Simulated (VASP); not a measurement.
# Cd2S (P3m1) in VASP: notebook, part 2 of 2

VASP 6.6.1. Earlier steps stand in the parts before.

### Step 3. Relaxation of cell and atoms, PBE

INCAR reads:

```
PREC = Accurate ; ENCUT = 600
EDIFF = 1E-6 ; ISMEAR = 0
SIGMA = 0.01 ; LREAL = F
LASPH = T ; NELM = 80
ALGO = Normal ; ISIF = 3
LWAVE = F ; LCHARG = F
GGA = PE ; IBRION = 2
NSW = 100 ; EDIFFG = -0.01
```

KPOINTS reads:

```
regular mesh
0
Gamma
  12 12 6
```

POSCAR reads:

```
Cd2S
1.0
    3.9626700490      0.0000000000      0.0000000000
   -1.9813350245      3.4317729293      0.0000000000
    0.0000000000      0.0000000000      5.8091920000
Cd S
2 1
Direct
    0.6666666700      0.3333333300      0.5787350000
    0.3333333300      0.6666666700      0.9327170000
    0.3333333300      0.6666666700      0.3657050000
```

Potentials or basis: VASP PAW PBE potentials, release 64 (Cd, S).

Launch:

```console
$ cat potpaw_PBE.64/Cd/POTCAR potpaw_PBE.64/S/POTCAR > POTCAR
$ mpirun -np 1 vasp_std > vasp.out
```

OUTCAR:

```text
PREC = Accurate
   ENCUT = 600
   EDIFF = 1E-6
   ISMEAR = 0
   LREAL = F
   LASPH = T
   NELM = 80
   ISIF = 3
   GGA = PE
   IBRION = 2
   NSW = 100
   EDIFFG = -0.01

 ion  position               nearest neighbor table
   1  0.667  0.333  0.579-   3 2.60   3 2.60   3 2.60   2 3.08   2 3.08   2 3.08
   2  0.333  0.667  0.933-   3 2.52   1 3.08   1 3.08   1 3.08
   3  0.333  0.667  0.366-   2 2.52   1 2.60   1 2.60   1 2.60

  LATTYP: Found a hexagonal cell.
 ALAT       =     3.9626700490
 C/A-ratio  =     1.4659792332

  Lattice vectors:

 A1 = (   3.9626700490,   0.0000000000,   0.0000000000)
 A2 = (  -1.9813350245,   3.4317729293,   0.0000000000)
 A3 = (   0.0000000000,   0.0000000000,   5.8091920000)

Analysis of symmetry for initial positions (statically):
=====================================================================
 Subroutine PRICEL returns:
 Original cell was already a primitive cell.

 Routine SETGRP: Setting up the symmetry group for a
 hexagonal supercell.

 Subroutine GETGRP returns: Found  6 space group operations
 (whereof  6 operations were pure point group operations)
 out of a pool of 24 trial point group operations.

The static configuration has the point symmetry C_3v.

Analysis of symmetry for dynamics (positions and initial velocities):
=====================================================================
 Subroutine PRICEL returns:
 Original cell was already a primitive cell.

 Routine SETGRP: Setting up the symmetry group for a
 hexagonal supercell.

 Subroutine GETGRP returns: Found  6 space group operations
 (whereof  6 operations were pure point group operations)
 out of a pool of 24 trial point group operations.

The dynamic configuration has the point symmetry C_3v.

 Subroutine INISYM returns: Found  6 space group operations
 (whereof  6 operations are pure point group operations),
 and found     1 'primitive' translations

----------------------------------------------------------------------------------------

                                     Primitive cell

  volume of cell :      78.9991

  direct lattice vectors                    reciprocal lattice vectors
     3.962670049  0.000000000  0.000000000     0.252355101  0.145697285  0.000000000
    -1.981335025  3.431772929  0.000000000     0.000000000  0.291394571  0.000000000
     0.000000000  0.000000000  5.809192000     0.000000000  0.000000000  0.172140979

  length of vectors
     3.962670049  3.962670049  5.809192000     0.291394571  0.291394571  0.172140979

  position of ions in fractional coordinates (direct lattice)
     0.666666670  0.333333330  0.578735000
     0.333333330  0.666666670  0.932717000
     0.333333330  0.666666670  0.365705000

  ion indices of the primitive-cell ions
   primitive index   ion index
                 1           1
                 2           2
                 3           3

----------------------------------------------------------------------------------------

 KPOINTS: regular mesh
[... 29 lines left out ...]
  0.333333 -0.000000  0.000000      6.000000
  0.416667 -0.000000  0.000000      6.000000
[... 16 lines left out ...]
  0.166667 -0.000000  0.166667      6.000000
  0.000000  0.166667  0.166667      6.000000
 [... further k-points ...]
   k-points           NKPTS =    100   k-points in BZ     NKDIM =    100   number of bands    NBANDS=     19
   number of dos      NEDOS =    301   number of ions     NIONS =      3
   total plane-waves  NPLWV =  49152
   dimension x,y,z NGX =    32 NGY =   32 NGZ =   48
   dimension x,y,z NGXF=    64 NGYF=   64 NGZF=   96
   ions per type =               2   1
   NGX,Y,Z   is equivalent  to a cutoff of  13.42, 13.42, 13.74 a.u.
   NGXF,Y,Z  is equivalent  to a cutoff of  26.85, 26.85, 27.47 a.u.
 SYSTEM =  unknown system
   PREC   = accura    normal or accurate (medium, high low for compatibility)
   ISTART =      0    job   : 0-new  1-cont  2-samecut
   ICHARG =      2    charge: 1-file 2-atom 10-const
   ISPIN  =      1    spin polarized calculation?
   LNONCOLLINEAR =      F non collinear calculations
   LSORBIT =      F    spin-orbit coupling
   LASPH  =      T    aspherical Exc in radial PAW
   ENCUT  =  600.0 eV  44.10 Ry    6.64 a.u.   7.91  7.91 11.60*2*pi/ulx,y,z
   NELM   =     80;   NELMIN=  2; NELMDL= -5     # of ELM steps
   EDIFF  = 0.1E-05   stopping-criterion for ELM
   LREAL  =      F    real-space projection
   EDIFFG = -.1E-01   stopping-criterion for IOM
   NSW    =    100    number of steps for IOM
   IBRION =      2    ionic relax: 0-MD 1-quasi-New 2-CG
   NFREE  =      1    steps in history (QN), initial steepest desc. (CG)
   ISIF   =      3    stress and relaxation
   ISYM   =      2    0-nonsym 1-usesym 2-fastsym
   POTIM  = 0.5000    time-step for ionic-motion
   TEBEG  =    0.0;   TEEND  =   0.0 temperature during run
   PSTRESS=    0.0 pullay stress
   NELECT =      30.0000    total number of electrons
   NUPDOWN=      -1.0000    fix difference up-down
   EMIN   =  10.00;   EMAX   =-10.00  energy-range for DOS
   EFERMI =   0.00;   METHOD = LEGACY
   ISMEAR =     0;   SIGMA  =   0.01  broadening in eV -4-tet -1-fermi 0-gaus
   EFERMI_NEDOS =   21; number of points for ismear=-14 and -15
   IALGO  =     38    algorithm
   IMIX   =      4    mixing-type and parameters
     AMIX     =   0.40;   BMIX     =  1.00
     AMIX_MAG =   1.60;   BMIX_MAG =  1.00
  volume/ion in A,a.u.               =      26.33       177.70
  Fermi-wavevector in a.u.,A,eV,Ry     =   1.185517  2.240303 19.122322  1.405451
  Thomas-Fermi vector in A             =   2.321709
   LORBIT       =      0    0 simple, 1 ext, 2 COOP (PROOUT), +10 PAW based schemes
   GGA     = PE    functional components
   LHFCALC =     F    Hartree Fock is set to
   AEXX    =    0.0000 exact exchange contribution
   IVDW    =     0    specifies the selected vdW correction
   LEPSILON=     F    determine dielectric tensor
   LRPA    =     F    only Hartree local field effects (RPA)
 conjugate gradient relaxation of ions
 non-spin polarized calculation
 Gauss-broadening in eV      SIGMA  =   0.01
  energy-cutoff  :      600.00
  volume of cell :       79.00
 maximum number of plane-waves:      2664
   NGX = 15   NGY = 15   NGZ = 23

--------------------------------------- Ionic step        1  -------------------------------------------

 number of electron      30.0000005 magnetization

 Free energy of the ion-electron system (eV)
  ---------------------------------------------------
  ext. energy  EPLUGINS =         0.00000000
  ---------------------------------------------------
  free energy    TOTEN  =        -6.24325384 eV

  energy without entropy =       -6.24325384  energy(sigma->0) =       -6.24325384

------------------------ aborting loop because EDIFF is reached ----------------------------------------

  FORCE on cell =-STRESS in cart. coord.  units (eV):
  Direction    XX          YY          ZZ          XY          YZ          ZX
  --------------------------------------------------------------------------------------
  -------------------------------------------------------------------------------------
  Total        0.0343027      0.0343027      0.0314155      0.0000000      0.0000000      0.0000000
  in kB        0.6956922      0.6956922      0.6371358      0.0000000      0.0000000      0.0000000
  external PRESSURE =       0.6761734 kB  Pullay stress =       0.0000000 kB
[... 98 lines left out ...]
--------------------------------------- Ionic step        4  -------------------------------------------

 number of electron      30.0000006 magnetization

 Free energy of the ion-electron system (eV)
  ---------------------------------------------------
  ext. energy  EPLUGINS =         0.00000000
  ---------------------------------------------------
  free energy    TOTEN  =        -6.24360401 eV

  energy without entropy =       -6.24360401  energy(sigma->0) =       -6.24360401

 E-fermi :   1.5720     XC(G=0):  -9.2770

 val. band max:        1.4997220745   @ k =   0.3333   0.3333   0.1667
 cond. band min:       1.6284173193   @ k =   0.5000   0.0000   0.1667
 fundamental gap:      0.1286952448
 Fermi energy:         1.5719689467

 k-point     1 :       0.0000    0.0000    0.0000
  band No.  band energies     occupation
      1     -11.3075      2.00000
      2      -7.0031      2.00000
      3      -7.0031      2.00000
      4      -6.9208      2.00000
      5      -6.9208      2.00000
      6      -6.8289      2.00000
[... 505 lines left out ...]
      6      -6.8707      2.00000
[... 11 lines left out ...]
     18       6.9866      0.00000
     19       7.6236      0.00000

 [... further k-points ...]

------------------------ aborting loop because EDIFF is reached ----------------------------------------

  FORCE on cell =-STRESS in cart. coord.  units (eV):
  Direction    XX          YY          ZZ          XY          YZ          ZX
  --------------------------------------------------------------------------------------
  -------------------------------------------------------------------------------------
  Total        0.0080348      0.0080348      0.0294206      0.0000000      0.0000000      0.0000000
  in kB        0.1624406      0.1624406      0.5948027      0.0000000      0.0000000      0.0000000
  external PRESSURE =       0.3065613 kB  Pullay stress =       0.0000000 kB
[... 18 lines left out ...]
  FREE ENERGIE OF THE ION-ELECTRON SYSTEM (eV)
  ---------------------------------------------------
  free  energy   TOTEN  =        -6.2436040130 eV

  energy  without entropy=       -6.2436040130  energy(sigma->0) =       -6.24360401

 reached required accuracy - stopping structural energy minimisation
```

Wall time 7.8 min (1 thread of Intel Xeon 8259CL, shared host); peak memory 0.34 GiB.

Results:

- Free energy: -6.2436 eV
- Relaxed volume: 26.42 Å³/atom
- Relaxed cell: a = 3.968 Å, b = 3.968 Å, c = 5.813 Å, α = 90.00°, β = 90.00°, γ = 120.00°
- Space group after relaxing (to 0.1 Å): P3m1 (No. 156)
- Energy gained by relaxing: 0.1 meV/atom
- Ionic steps: 4
- Pressure after relaxing: 0.0 GPa
- Largest force after relaxing: 0.003 eV/Å
- Band gap on the k mesh: 0.13 eV (least direct gap 0.37 eV)

Forces on the atoms (eV/Å):
```
Cd   0.000  0.000  0.003
Cd   0.000  0.000 -0.003
S    0.000  0.000  0.001
```

Step by step:
```csv
step,energy change (eV),largest force (eV/Å),pressure (GPa),volume (Å³)
1,0.0000,0.0465,0.07,79.00
2,-0.0002,0.0360,0.02,79.13
3,-0.0003,0.0174,-0.06,79.36
4,-0.0004,0.0032,0.03,79.25
```

Final structure:
```
Cd S
1.0
     3.96761    0.00000    0.00000
    -1.98381    3.43605    0.00000
     0.00000    0.00000    5.81300
Cd S
2 1
Direct
  0.66667 0.33333 0.57729
  0.33333 0.66667 0.93351
  0.33333 0.66667 0.36636
```

A k mesh can miss the band edges.
